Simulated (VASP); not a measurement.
A run of VASP 6.6.1:

INCAR

```
SYSTEM = Se
PREC = Accurate
ENCUT = 520
EDIFF = 1E-6
ISMEAR = 0
SIGMA = 0.1
LREAL = .FALSE.
LASPH = .TRUE.
NELM = 100
ALGO = Normal
ISIF = 2
LWAVE = .FALSE.
LCHARG = .FALSE.
GGA = PE
NBANDS = 9
```

KPOINTS

```
regular mesh
0
G
  14 14 14
  0 0 0
```

POSCAR

```
Se
1.0
    2.7694444830     -0.0128723786      0.0094153861
   -0.0128723786      2.7939525926      0.0018268660
    0.0094153861      0.0018268660      2.7870667132
Se
1
Direct
    0.0000000000      0.0000000000      0.0000000000
```

Potentials or basis: VASP PAW PBE potentials, release 64 (Se).

Command:

```console
$ cat potpaw_PBE.64/Se/POTCAR > POTCAR
$ mpirun -np 1 vasp_std > vasp.out
```

Hardware: 1 thread of Intel(R) Xeon(R) Platinum 8375C CPU @ 2.90GHz (Ice Lake), with other jobs on the host.

Question: How long does it take, and how much memory?

Answer: Run time: 74 s on 1 thread of Intel(R) Xeon(R) Platinum 8375C CPU @ 2.90GHz (Ice Lake), on a shared host, peak memory 0.36 GiB. Counts: scf iterations 10, k points 1376.
